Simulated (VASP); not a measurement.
# Tl in VASP: a series of runs

The runs below take Tl through electric field gradients, density of states, with PBE.

Everything below comes from runs of VASP 6.6.1. Logs are shortened: lines on timing, memory, paths and dates and some standing lists are left out, and cuts for length are marked.

**1. The cell of the first run**

The structure is cubic, space group Fm-3m (No. 225). Conventional cell: a = 4.359 Å, b = 4.359 Å, c = 4.359 Å, α = 90.00°, β = 90.00°, γ = 90.00°. Tl (site symmetry m-3m) has 12 Tl at 3.08 Å within 4.1 Å.

**2. Electric field gradients, PBE (volume scaled by 1.02)**

Input file INCAR:

```
PREC = Accurate
ENCUT = 520
EDIFF = 1E-8
ISMEAR = -1
SIGMA = 0.05
LREAL = False
LASPH = True
NELM = 100
ALGO = Normal
ISIF = 2
LWAVE = False
LCHARG = False
GGA = PE
LEFG = True
NBANDS = 12
```

Input file KPOINTS:

```
Automatic mesh
0
Gamma
  16 16 16
```

Input file POSCAR:

```
Tl
1.0
    0.0000000000      2.1793381662      2.1793381662
    2.1793381662      0.0000000000      2.1793381662
    2.1793381662      2.1793381662      0.0000000000
Tl
1
Direct
    0.0000000000      0.0000000000      0.0000000000
```

Potentials or basis: VASP PAW PBE potentials, release 64 (Tl_d).

The run is started by

```
$ cat potpaw_PBE.64/Tl_d/POTCAR > POTCAR
$ mpirun -np 1 vasp_std > vasp.out
```

OUTCAR:

```text
PREC = Accurate
   ENCUT = 520
   EDIFF = 1E-8
   ISMEAR = -1
   LREAL = False
   LASPH = True
   NELM = 100
   ISIF = 2
   GGA = PE

 ion  position               nearest neighbor table
   1  0.000  0.000  0.000-

  LATTYP: Found a face centered cubic cell.
 ALAT       =     4.3586763324

  Lattice vectors:

 A1 = (   0.0000000000,   2.1793381662,   2.1793381662)
 A2 = (   2.1793381662,   0.0000000000,   2.1793381662)
 A3 = (   2.1793381662,   2.1793381662,   0.0000000000)

Analysis of symmetry for initial positions (statically):
=====================================================================
 Subroutine PRICEL returns:
 Original cell was already a primitive cell.

 Routine SETGRP: Setting up the symmetry group for a
 face centered cubic supercell.

 Subroutine GETGRP returns: Found 48 space group operations
 (whereof 48 operations were pure point group operations)
 out of a pool of 48 trial point group operations.

The static configuration has the point symmetry O_h .

Analysis of symmetry for dynamics (positions and initial velocities):
=====================================================================
 Subroutine PRICEL returns:
 Original cell was already a primitive cell.

 Routine SETGRP: Setting up the symmetry group for a
 face centered cubic supercell.

 Subroutine GETGRP returns: Found 48 space group operations
 (whereof 48 operations were pure point group operations)
 out of a pool of 48 trial point group operations.

The dynamic configuration has the point symmetry O_h .

 Subroutine INISYM returns: Found 48 space group operations
 (whereof 48 operations are pure point group operations),
 and found     1 'primitive' translations

----------------------------------------------------------------------------------------

                                     Primitive cell

  volume of cell :      20.7016

  direct lattice vectors                    reciprocal lattice vectors
     0.000000000  2.179338166  2.179338166    -0.229427451  0.229427451  0.229427451
     2.179338166  0.000000000  2.179338166     0.229427451 -0.229427451  0.229427451
     2.179338166  2.179338166  0.000000000     0.229427451  0.229427451 -0.229427451

  length of vectors
     3.082049592  3.082049592  3.082049592     0.397380002  0.397380002  0.397380002

  position of ions in fractional coordinates (direct lattice)
     0.000000000  0.000000000  0.000000000

  ion indices of the primitive-cell ions
   primitive index   ion index
                 1           1

----------------------------------------------------------------------------------------

 KPOINTS: Automatic mesh

Automatic generation of k-mesh.
 Grid dimensions read from file:
 generate k-points for:   16   16   16

 Generating k-lattice:

  Cartesian coordinates                     Fractional coordinates (reciprocal lattice)
    -0.014339216  0.014339216  0.014339216     0.062500000  0.000000000  0.000000000
     0.014339216 -0.014339216  0.014339216     0.000000000  0.062500000  0.000000000
     0.014339216  0.014339216 -0.014339216     0.000000000  0.000000000  0.062500000

  Length of vectors
     0.024836250  0.024836250  0.024836250

  Shift w.r.t. Gamma in fractional coordinates (k-lattice)
     0.000000000  0.000000000  0.000000000

 Subroutine IBZKPT returns following result:
 ===========================================

 Found    145 irreducible k-points:

 Following reciprocal coordinates:
            Coordinates               Weight
  0.000000  0.000000  0.000000      1.000000
  0.062500  0.000000  0.000000      8.000000
  0.125000  0.000000  0.000000      8.000000
  0.187500  0.000000  0.000000      8.000000
  0.250000  0.000000  0.000000      8.000000
  0.312500  0.000000  0.000000      8.000000
[... 16 lines left out ...]
 -0.125000  0.062500  0.000000     24.000000
 -0.062500  0.062500  0.000000     12.000000
 [... further k-points ...]
   k-points           NKPTS =    145   k-points in BZ     NKDIM =    145   number of bands    NBANDS=     12
   number of dos      NEDOS =    301   number of ions     NIONS =      1
   total plane-waves  NPLWV =  13824
   dimension x,y,z NGX =    24 NGY =   24 NGZ =   24
   dimension x,y,z NGXF=    48 NGYF=   48 NGZF=   48
   ions per type =               1
   NGX,Y,Z   is equivalent  to a cutoff of  12.95, 12.95, 12.95 a.u.
   NGXF,Y,Z  is equivalent  to a cutoff of  25.89, 25.89, 25.89 a.u.
 SYSTEM =  unknown system
   PREC   = accura    normal or accurate (medium, high low for compatibility)
   ISTART =      0    job   : 0-new  1-cont  2-samecut
   ICHARG =      2    charge: 1-file 2-atom 10-const
   ISPIN  =      1    spin polarized calculation?
   LNONCOLLINEAR =      F non collinear calculations
   LSORBIT =      F    spin-orbit coupling
   LASPH  =      T    aspherical Exc in radial PAW
   ENCUT  =  520.0 eV  38.22 Ry    6.18 a.u.   5.73  5.73  5.73*2*pi/ulx,y,z
   NELM   =    100;   NELMIN=  2; NELMDL= -5     # of ELM steps
   EDIFF  = 0.1E-07   stopping-criterion for ELM
   LREAL  =      F    real-space projection
   EDIFFG = 0.1E-06   stopping-criterion for IOM
   NSW    =      0    number of steps for IOM
   IBRION =     -1    ionic relax: 0-MD 1-quasi-New 2-CG
   NFREE  =      0    steps in history (QN), initial steepest desc. (CG)
   ISIF   =      2    stress and relaxation
   ISYM   =      2    0-nonsym 1-usesym 2-fastsym
   POTIM  = 0.5000    time-step for ionic-motion
   TEBEG  =    0.0;   TEEND  =   0.0 temperature during run
   PSTRESS=    0.0 pullay stress
   NELECT =      13.0000    total number of electrons
   NUPDOWN=      -1.0000    fix difference up-down
   EMIN   =  10.00;   EMAX   =-10.00  energy-range for DOS
   EFERMI =   0.00;   METHOD = LEGACY
   ISMEAR =    -1;   SIGMA  =   0.05  broadening in eV -4-tet -1-fermi 0-gaus
   EFERMI_NEDOS =   21; number of points for ismear=-14 and -15
   IALGO  =     38    algorithm
   IMIX   =      4    mixing-type and parameters
     AMIX     =   0.40;   BMIX     =  1.00
     AMIX_MAG =   1.60;   BMIX_MAG =  1.00
  volume/ion in A,a.u.               =      20.70       139.70
  Fermi-wavevector in a.u.,A,eV,Ry     =   1.401914  2.649233 26.740379  1.965362
  Thomas-Fermi vector in A             =   2.524728
   LORBIT       =      0    0 simple, 1 ext, 2 COOP (PROOUT), +10 PAW based schemes
   GGA     = PE    functional components
   LHFCALC =     F    Hartree Fock is set to
   AEXX    =    0.0000 exact exchange contribution
   IVDW    =     0    specifies the selected vdW correction
   LEPSILON=     F    determine dielectric tensor
   LRPA    =     F    only Hartree local field effects (RPA)
 non-spin polarized calculation
  energy-cutoff  :      520.00
  volume of cell :       20.70
 maximum number of plane-waves:       568
   NGX = 11   NGY = 11   NGZ = 11

 number of electron      12.9999999 magnetization

 Free energy of the ion-electron system (eV)
  ---------------------------------------------------
  ext. energy  EPLUGINS =         0.00000000
  ---------------------------------------------------
  free energy    TOTEN  =        -1.50026644 eV

  energy without entropy =       -1.49723059  energy(sigma->0) =       -1.49874852

 E-fermi :  10.8412     XC(G=0): -11.9124

 val. band max:       10.7737756883   @ k =   0.5000   0.3125   0.0000
 cond. band min:      10.8432645410   @ k =  -0.2500   0.4375   0.1875
 fundamental gap:      0.0694888527
 Fermi energy:        10.8412459786

 k-point     1 :       0.0000    0.0000    0.0000
  band No.  band energies     occupation
      1      -2.0627      2.00000
      2      -1.6789      2.00000
      3      -1.6789      2.00000
      4      -1.6789      2.00000
      5      -1.0689      2.00000
      6      -1.0689      2.00000
      7      21.7712      0.00000
      8      23.5790      0.00000
      9      23.5790      0.00000
     10      23.5790      0.00000
     11      28.5445      0.00000
     12      29.4369      0.00000

 k-point     2 :       0.0625    0.0000    0.0000
  band No.  band energies     occupation
      1      -1.9604      2.00000
      2      -1.6804      2.00000
      3      -1.6568      2.00000
      4      -1.6568      2.00000
      5      -1.0742      2.00000
      6      -1.0742      2.00000
      7      21.6683      0.00000
      8      22.5937      0.00000
      9      23.5543      0.00000
     10      23.5543      0.00000
     11      28.4037      0.00000
     12      29.2192      0.00000
[... 316 lines left out ...]
 k-point    24 :      -0.0625    0.0625    0.0000
  band No.  band energies     occupation
      1      -1.8224      2.00000
      2      -1.7131      2.00000
      3      -1.6282      2.00000
      4      -1.5591      2.00000
      5      -1.1087      2.00000
      6      -1.0470      2.00000
      7      21.4047      0.00000
      8      21.4889      0.00000
      9      23.0191      0.00000
     10      24.0424      0.00000
     11      27.5070      0.00000
     12      29.3922      0.00000

 [... further k-points ...]
[... 5 lines left out ...]
  --------------------------------------------------------------------------------------
  -------------------------------------------------------------------------------------
  Total        4.3585346      4.3585346      4.3585346      0.0000000     -0.0000000      0.0000000
  in kB      337.3239728    337.3239728    337.3239728      0.0000000     -0.0000000      0.0000000
  external PRESSURE =     337.3239728 kB  Pullay stress =       0.0000000 kB

 VOLUME and BASIS-vectors are now :
 -----------------------------------------------------------------------------
  energy-cutoff  :      520.00
  volume of cell :       20.70
      direct lattice vectors                 reciprocal lattice vectors
     0.000000000  2.179338166  2.179338166    -0.229427451  0.229427451  0.229427451
     2.179338166  0.000000000  2.179338166     0.229427451 -0.229427451  0.229427451
     2.179338166  2.179338166  0.000000000     0.229427451  0.229427451 -0.229427451

 POSITION                                       TOTAL-FORCE (eV/Angst)
 -----------------------------------------------------------------------------------
      0.00000      0.00000      0.00000         0.000000     -0.000000      0.000000
 -----------------------------------------------------------------------------------
    total drift:                               -0.000000     -0.000000     -0.000000

  FREE ENERGIE OF THE ION-ELECTRON SYSTEM (eV)
  ---------------------------------------------------
  free  energy   TOTEN  =        -1.5002664400 eV

  energy  without entropy=       -1.4972305934  energy(sigma->0) =       -1.49874852

 Electric field gradients (V/A^2)
---------------------------------------------------------------------
 ion       V_xx      V_yy      V_zz      V_xy      V_xz      V_yz
---------------------------------------------------------------------
   1       0.000     0.000    -0.000    -0.001    -0.001    -0.001
---------------------------------------------------------------------

 Electric field gradients after diagonalization (V/A^2)
 (convention: |V_zz| > |V_xx| > |V_yy|)
----------------------------------------------------------------------
 ion       V_xx      V_yy      V_zz     asymmetry (V_yy - V_xx)/ V_zz
----------------------------------------------------------------------
   1       0.001     0.001    -0.001       0.000
----------------------------------------------------------------------

           NMR quadrupolar parameters

 Cq : quadrupolar parameter    Cq=e*Q*V_zz/h
 eta: asymmetry parameters     (V_yy - V_xx)/ V_zz
 Q  : nuclear electric quadrupole moment in mb (millibarn)
----------------------------------------------------------------------
 ion       Cq(MHz)       eta       Q (mb)
----------------------------------------------------------------------
   1      -0.000       0.000       1.000
----------------------------------------------------------------------
```

Run time: 13 s. Hardware: 1 thread of Intel Xeon 6975P-C (Granite Rapids), shared host; peak memory 0.16 GiB.

Results:

* Free energy: -1.5003 eV
* Pressure: 33.7 GPa

Caveat: the cell differs from its parent crystal (volume scaled by 1.02); without QUAD_EFG the Cq values of the log hold for a quadrupole moment of 1 mb, not for the nuclei; spin-orbit coupling is left out, which moves the levels of the heavy elements.

**3. Electric field gradients, PBE (volume scaled by 1.04)**

Input file INCAR:

```
PREC = Accurate
ENCUT = 520
EDIFF = 1E-8
ISMEAR = -1
SIGMA = 0.05
LREAL = F
LASPH = T
NELM = 80
ALGO = Normal
ISIF = 2
LWAVE = F
LCHARG = F
GGA = PE
LEFG = T
NBANDS = 12
```

Input file KPOINTS:

```
regular mesh
0
Gamma
  16 16 16
```

Input file POSCAR:

```
Tl
1.0
    0.0000000000      2.1934901093      2.1934901093
    2.1934901093      0.0000000000      2.1934901093
    2.1934901093      2.1934901093      0.0000000000
Tl
1
Direct
    0.0000000000      0.0000000000      0.0000000000
```

Potentials or basis: VASP PAW PBE potentials, release 64 (Tl_d).

The run is started by

```
$ cat potpaw_PBE.64/Tl_d/POTCAR > POTCAR
$ mpirun -np 1 vasp_std > vasp.out
```

OUTCAR:

```text
PREC = Accurate
   ENCUT = 520
   EDIFF = 1E-8
   ISMEAR = -1
   LREAL = F
   LASPH = T
   NELM = 80
   ISIF = 2
   GGA = PE

 ion  position               nearest neighbor table
   1  0.000  0.000  0.000-

  LATTYP: Found a face centered cubic cell.
 ALAT       =     4.3869802186

  Lattice vectors:

 A1 = (   0.0000000000,   2.1934901093,   2.1934901093)
 A2 = (   2.1934901093,   0.0000000000,   2.1934901093)
[... 565 lines left out ...]
    total drift:                               -0.000000      0.000000      0.000000

  FREE ENERGIE OF THE ION-ELECTRON SYSTEM (eV)
  ---------------------------------------------------
  free  energy   TOTEN  =        -1.5817634628 eV

  energy  without entropy=       -1.5786981404  energy(sigma->0) =       -1.58023080

 Electric field gradients (V/A^2)
---------------------------------------------------------------------
 ion       V_xx      V_yy      V_zz      V_xy      V_xz      V_yz
---------------------------------------------------------------------
   1       0.000     0.000    -0.000    -0.001    -0.001    -0.001
---------------------------------------------------------------------

 Electric field gradients after diagonalization (V/A^2)
 (convention: |V_zz| > |V_xx| > |V_yy|)
----------------------------------------------------------------------
 ion       V_xx      V_yy      V_zz     asymmetry (V_yy - V_xx)/ V_zz
----------------------------------------------------------------------
   1       0.001     0.001    -0.001       0.000
----------------------------------------------------------------------

           NMR quadrupolar parameters

 Cq : quadrupolar parameter    Cq=e*Q*V_zz/h
 eta: asymmetry parameters     (V_yy - V_xx)/ V_zz
 Q  : nuclear electric quadrupole moment in mb (millibarn)
----------------------------------------------------------------------
 ion       Cq(MHz)       eta       Q (mb)
----------------------------------------------------------------------
   1      -0.000       0.000       1.000
----------------------------------------------------------------------
```

Run time: 13 s. Hardware: 1 thread of Intel Xeon 6975P-C (Granite Rapids), shared host; peak memory 0.16 GiB.

Results:

* Free energy: -1.5818 eV
* Pressure: 30.4 GPa

Caveat: the cell differs from its parent crystal (volume scaled by 1.04); without QUAD_EFG the Cq values of the log hold for a quadrupole moment of 1 mb, not for the nuclei; spin-orbit coupling is left out, which moves the levels of the heavy elements.

**4. Density of states, PBE**

This run uses another cell than the first one, of 20.30 Å³/atom, 0.980 times its volume.

Input file POSCAR:

```
Tl
1.0
    0.0000000000      2.1650000000      2.1650000000
    2.1650000000      0.0000000000      2.1650000000
    2.1650000000      2.1650000000      0.0000000000
Tl
1
Direct
    0.0000000000      0.0000000000      0.0000000000
```

Input file INCAR.step1:

```
SYSTEM = Tl
PREC = Accurate
ENCUT = 520
EDIFF = 1E-6
ISMEAR = -1
SIGMA = 0.05
LREAL = .False.
LASPH = .True.
NELM = 100
ALGO = Normal
ISIF = 2
LWAVE = .False.
LCHARG = .True.
GGA = PE
NBANDS = 12
```

Input file KPOINTS.step1:

```
regular mesh
0
Gamma
  16 16 16
  0 0 0
```

Input file INCAR.step2:

```
SYSTEM = Tl
PREC = Accurate
ENCUT = 520
EDIFF = 1E-6
ISMEAR = -5
SIGMA = 0.05
LREAL = .False.
LASPH = .True.
NELM = 100
ALGO = Normal
ISIF = 2
LWAVE = .False.
LCHARG = .False.
GGA = PE
LORBIT = 11
NBANDS = 12
NEDOS = 2001
ICHARG = 11
```

Input file KPOINTS.step2:

```
regular mesh
0
Gamma
  24 24 24
  0 0 0
```

The run is started by

```
$ cat potpaw_PBE.64/Tl_d/POTCAR > POTCAR
$ cp INCAR.step1 INCAR
$ cp KPOINTS.step1 KPOINTS
$ mpirun -np 1 vasp_std > vasp.out
$ cp INCAR.step2 INCAR
$ cp KPOINTS.step2 KPOINTS
$ mpirun -np 1 vasp_std > vasp.out
```

Run time: 30 s. Hardware: 1 thread of Intel Xeon 6975P-C (Granite Rapids), shared host; peak memory 0.21 GiB.

It converged, with:

| Quantity | Value |
| --- | --- |
| Valence electrons inside the program's atomic spheres | Tl 11.46 |

Levels at points of the mesh, in eV from the Fermi level:
```tsv
k point	band 2	band 3	band 4	band 5	band 6	band 7	band 8	band 9	band 10	band 11
(0.00, 0.00, 0.00)	-12.52	-12.52	-12.52	-11.88	-11.88	10.98	12.94	12.94	12.94	17.95
(0.50, 0.00, 0.00)	-12.51	-12.51	-11.34	-11.34	-5.17	-4.75	10.42	10.50	10.50	16.66
(0.50, 0.50, 0.00)	-13.28	-11.37	-11.20	-11.20	-3.23	-2.63	4.57	4.57	9.56	11.17
```

Caveat: spin-orbit coupling is left out, which moves the levels of the heavy elements; tetrahedron occupations give inexact forces and stress in metals.

(Continued in part 2 of 2.)
